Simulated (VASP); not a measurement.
# NaF (Fmmm) in VASP: a series of runs, part 2 of 2

VASP 6.6.1. The steps go on from the part before.

## 3. Single point, r2SCAN (strain +0.0375 x Voigt [1, -1, 0, 0, 0, 0])

POSCAR

```
NaF
1.0
    0.0000000000      2.2361762500      2.3233000000
    2.4104237500      0.0000000000      2.3233000000
    2.4104237500      2.2361762500      0.0000000000
Na F
1 1
Direct
    0.0000000000      0.0000000000      0.0000000000
    0.5000000000      0.5000000000      0.5000000000
```

INCAR.step1

```
SYSTEM = NaF
  ALGO = Normal
  EDIFF = 1E-4
  ENCUT = 520
  GGA = PE
  ISMEAR = 0
  LASPH = .TRUE.
  LCHARG = .FALSE.
  LREAL = .FALSE.
  LWAVE = .TRUE.
  NBANDS = 14
  NELM = 60
  PREC = Accurate
  SIGMA = 0.05
```

INCAR.step2

```
SYSTEM = NaF
  ALGO = Normal
  EDIFF = 1E-6
  ENCUT = 520
  ISIF = 2
  ISMEAR = 0
  ISTART = 1
  LASPH = .TRUE.
  LCHARG = .FALSE.
  LMIXTAU = .TRUE.
  LREAL = .FALSE.
  LWAVE = .FALSE.
  METAGGA = R2SCAN
  NBANDS = 14
  NELM = 60
  PREC = Accurate
  SIGMA = 0.05
```

KPOINTS

```
k-points
0
G
  8 8 8
  0 0 0
```

Potentials or basis: VASP PAW PBE potentials, release 64 (Na_pv, F).

The run is started by

```console
> cat potpaw_PBE.64/Na_pv/POTCAR potpaw_PBE.64/F/POTCAR > POTCAR
> cp INCAR.step1 INCAR
> mpirun -np 1 vasp_std > vasp.out
> cp INCAR.step2 INCAR
> mpirun -np 1 vasp_std > vasp.out
```

OUTCAR:

```text
SYSTEM = NaF
   EDIFF = 1E-6
   ENCUT = 520
   ISIF = 2
   ISMEAR = 0
   ISTART = 1
   LASPH = .TRUE.
   LREAL = .FALSE.
   METAGGA = R2SCAN
   NELM = 60
   PREC = Accurate

 ion  position               nearest neighbor table
   1  0.000  0.000  0.000-   2 2.24   2 2.24   2 2.32   2 2.32
   2  0.500  0.500  0.500-   1 2.24   1 2.24   1 2.32   1 2.32

  LATTYP: Found a face centered orthorhombic cell.
 ALAT       =     4.4723525000
 B/A-ratio  =     1.0389610390
 C/A-ratio  =     1.0779220779

  Lattice vectors:

 A1 = (  -2.4104237500,   0.0000000000,  -2.3233000000)
 A2 = (  -2.4104237500,   2.2361762500,   0.0000000000)
 A3 = (   0.0000000000,   2.2361762500,  -2.3233000000)

Analysis of symmetry for initial positions (statically):
=====================================================================
 Subroutine PRICEL returns:
 Original cell was already a primitive cell.

 Routine SETGRP: Setting up the symmetry group for a
 face centered orthorhombic supercell.

 Subroutine GETGRP returns: Found  8 space group operations
 (whereof  8 operations were pure point group operations)
 out of a pool of  8 trial point group operations.

The static configuration has the point symmetry D_2h.

Analysis of symmetry for dynamics (positions and initial velocities):
=====================================================================
 Subroutine PRICEL returns:
 Original cell was already a primitive cell.

 Routine SETGRP: Setting up the symmetry group for a
 face centered orthorhombic supercell.

 Subroutine GETGRP returns: Found  8 space group operations
 (whereof  8 operations were pure point group operations)
 out of a pool of  8 trial point group operations.

The dynamic configuration has the point symmetry D_2h.

 Subroutine INISYM returns: Found  8 space group operations
 (whereof  8 operations are pure point group operations),
 and found     1 'primitive' translations

----------------------------------------------------------------------------------------

                                     Primitive cell

  volume of cell :      25.0458

  direct lattice vectors                    reciprocal lattice vectors
     0.000000000  2.236176250  2.323300000    -0.207432407  0.223595971  0.215211122
     2.410423750  0.000000000  2.323300000     0.207432407 -0.223595971  0.215211122
     2.410423750  2.236176250  0.000000000     0.207432407  0.223595971 -0.215211122

  length of vectors
     3.224625112  3.347815040  3.287951775     0.373281648  0.373281648  0.373281648

  position of ions in fractional coordinates (direct lattice)
     0.000000000  0.000000000  0.000000000
     0.500000000  0.500000000  0.500000000

  ion indices of the primitive-cell ions
   primitive index   ion index
                 1           1
                 2           2

----------------------------------------------------------------------------------------

 KPOINTS: k-points

Automatic generation of k-mesh.
 Grid dimensions read from file:
 generate k-points for:    8    8    8

 Generating k-lattice:

  Cartesian coordinates                     Fractional coordinates (reciprocal lattice)
    -0.025929051  0.027949496  0.026901390     0.125000000  0.000000000  0.000000000
     0.025929051 -0.027949496  0.026901390    -0.000000000  0.125000000 -0.000000000
     0.025929051  0.027949496 -0.026901390     0.000000000  0.000000000  0.125000000

  Length of vectors
     0.046660206  0.046660206  0.046660206

  Shift w.r.t. Gamma in fractional coordinates (k-lattice)
     0.000000000  0.000000000  0.000000000

 Subroutine IBZKPT returns following result:
 ===========================================

 Found     95 irreducible k-points:

 Following reciprocal coordinates:
            Coordinates               Weight
  0.000000  0.000000  0.000000      1.000000
  0.125000 -0.000000  0.000000      8.000000
  0.250000 -0.000000  0.000000      8.000000
  0.375000 -0.000000  0.000000      8.000000
  0.500000 -0.000000  0.000000      4.000000
  0.125000  0.125000  0.000000      2.000000
[... 16 lines left out ...]
  0.250000  0.000000  0.125000      8.000000
  0.375000 -0.000000  0.125000      8.000000
 [... further k-points ...]
   k-points           NKPTS =     95   k-points in BZ     NKDIM =     95   number of bands    NBANDS=     14
   number of dos      NEDOS =    301   number of ions     NIONS =      2
   total plane-waves  NPLWV =  16128
   dimension x,y,z NGX =    24 NGY =   28 NGZ =   24
   dimension x,y,z NGXF=    48 NGYF=   56 NGZF=   48
   ions per type =               1   1
   NGX,Y,Z   is equivalent  to a cutoff of  12.37, 13.90, 12.13 a.u.
   NGXF,Y,Z  is equivalent  to a cutoff of  24.75, 27.81, 24.27 a.u.
 SYSTEM =  NaF
   PREC   = accura    normal or accurate (medium, high low for compatibility)
   ISTART =      1    job   : 0-new  1-cont  2-samecut
   ICHARG =      0    charge: 1-file 2-atom 10-const
   ISPIN  =      1    spin polarized calculation?
   LNONCOLLINEAR =      F non collinear calculations
   LSORBIT =      F    spin-orbit coupling
   LASPH  =      T    aspherical Exc in radial PAW
   ENCUT  =  520.0 eV  38.22 Ry    6.18 a.u.   6.00  6.22  6.11*2*pi/ulx,y,z
   NELM   =     60;   NELMIN=  2; NELMDL=  0     # of ELM steps
   EDIFF  = 0.1E-05   stopping-criterion for ELM
   LREAL  =      F    real-space projection
   EDIFFG = 0.1E-04   stopping-criterion for IOM
   NSW    =      0    number of steps for IOM
   IBRION =     -1    ionic relax: 0-MD 1-quasi-New 2-CG
   NFREE  =      0    steps in history (QN), initial steepest desc. (CG)
   ISIF   =      2    stress and relaxation
   ISYM   =      2    0-nonsym 1-usesym 2-fastsym
   POTIM  = 0.5000    time-step for ionic-motion
   TEBEG  =    0.0;   TEEND  =   0.0 temperature during run
   PSTRESS=    0.0 pullay stress
   NELECT =      14.0000    total number of electrons
   NUPDOWN=      -1.0000    fix difference up-down
   EMIN   =  10.00;   EMAX   =-10.00  energy-range for DOS
   EFERMI =   0.00;   METHOD = LEGACY
   ISMEAR =     0;   SIGMA  =   0.05  broadening in eV -4-tet -1-fermi 0-gaus
   EFERMI_NEDOS =   21; number of points for ismear=-14 and -15
   IALGO  =     38    algorithm
   IMIX   =      4    mixing-type and parameters
     AMIX     =   0.40;   BMIX     =  1.00
     AMIX_MAG =   1.60;   BMIX_MAG =  1.00
  volume/ion in A,a.u.               =      12.52        84.51
  Fermi-wavevector in a.u.,A,eV,Ry     =   1.348567  2.548423 24.744012  1.818634
  Thomas-Fermi vector in A             =   2.476226
   LORBIT       =      0    0 simple, 1 ext, 2 COOP (PROOUT), +10 PAW based schemes
   METAGGA = R2SCAN    functional components
   LHFCALC =     F    Hartree Fock is set to
   AEXX    =    0.0000 exact exchange contribution
   IVDW    =     0    specifies the selected vdW correction
   LEPSILON=     F    determine dielectric tensor
   LRPA    =     F    only Hartree local field effects (RPA)
 non-spin polarized calculation
 Gauss-broadening in eV      SIGMA  =   0.05
  energy-cutoff  :      520.00
  volume of cell :       25.05
 maximum number of plane-waves:       690
   NGX = 11   NGY = 13   NGZ = 13

 number of electron      13.9999992 magnetization

 Free energy of the ion-electron system (eV)
  ---------------------------------------------------
  ext. energy  EPLUGINS =         0.00000000
  ---------------------------------------------------
  free energy    TOTEN  =       -12.57909784 eV

  energy without entropy =      -12.57909784  energy(sigma->0) =      -12.57909784

 E-fermi :  -2.5250     XC(G=0):  -9.7320

 val. band max:       -2.7526742295   @ k =   0.0000   0.0000   0.0000
 cond. band min:       4.3655452416   @ k =   0.0000   0.0000   0.0000
 fundamental gap:      7.1182194712
 Fermi energy:        -2.5249830213

 k-point     1 :       0.0000    0.0000    0.0000
  band No.  band energies     occupation
      1     -23.0443      2.00000
      2     -22.2715      2.00000
      3     -22.2569      2.00000
      4     -22.2480      2.00000
      5      -2.7575      2.00000
      6      -2.7544      2.00000
      7      -2.7527      2.00000
      8       4.3655      0.00000
      9      16.7634      0.00000
     10      17.0232      0.00000
     11      17.2755      0.00000
     12      19.6559      0.00000
     13      21.3143      0.00000
     14      23.2218      0.00000
[... 375 lines left out ...]
 k-point    24 :       0.3750   -0.0000    0.1250
  band No.  band energies     occupation
      1     -23.3627      2.00000
      2     -22.2913      2.00000
      3     -22.2703      2.00000
      4     -21.8119      2.00000
      5      -3.9596      2.00000
      6      -3.0273      2.00000
      7      -3.0193      2.00000
      8       7.6843      0.00000
      9      11.8308      0.00000
     10      17.6324      0.00000
     11      17.8773      0.00000
     12      19.6222      0.00000
     13      21.7786      0.00000
     14      24.4756      0.00000

 [... further k-points ...]
[... 5 lines left out ...]
  --------------------------------------------------------------------------------------
  -------------------------------------------------------------------------------------
  Total       -0.7072310      0.2724322     -0.3341232      0.0000000      0.0000000      0.0000000
  in kB      -45.2415140     17.4274656    -21.3738374      0.0000000      0.0000000      0.0000000
  external PRESSURE =     -16.3959619 kB  Pullay stress =       0.0000000 kB

 VOLUME and BASIS-vectors are now :
 -----------------------------------------------------------------------------
  energy-cutoff  :      520.00
  volume of cell :       25.05
      direct lattice vectors                 reciprocal lattice vectors
     0.000000000  2.236176250  2.323300000    -0.207432407  0.223595971  0.215211122
     2.410423750  0.000000000  2.323300000     0.207432407 -0.223595971  0.215211122
     2.410423750  2.236176250  0.000000000     0.207432407  0.223595971 -0.215211122

 POSITION                                       TOTAL-FORCE (eV/Angst)
 -----------------------------------------------------------------------------------
      0.00000      0.00000      0.00000         0.000000     -0.000000      0.000000
      2.41042      2.23618      2.32330         0.000000      0.000000      0.000000
 -----------------------------------------------------------------------------------
    total drift:                                0.000000     -0.000000      0.000000

  FREE ENERGIE OF THE ION-ELECTRON SYSTEM (eV)
  ---------------------------------------------------
  free  energy   TOTEN  =       -12.5790978427 eV

  energy  without entropy=      -12.5790978427  energy(sigma->0) =      -12.57909784
```

Wall time 1.8 min (1 thread of Intel Xeon 8259CL, shared host); peak memory 0.16 GiB.

What came out:

| Property | Result |
| --- | --- |
| Free energy | -12.5791 eV |
| Pressure | -1.6 GPa |
| Band gap on the k mesh | 7.12 eV |

Caveat: the cell differs from its parent crystal (strain +0.0375 x Voigt [1, -1, 0, 0, 0, 0]); the PAW data sets were made with another functional, which shifts forces and pressure a little.
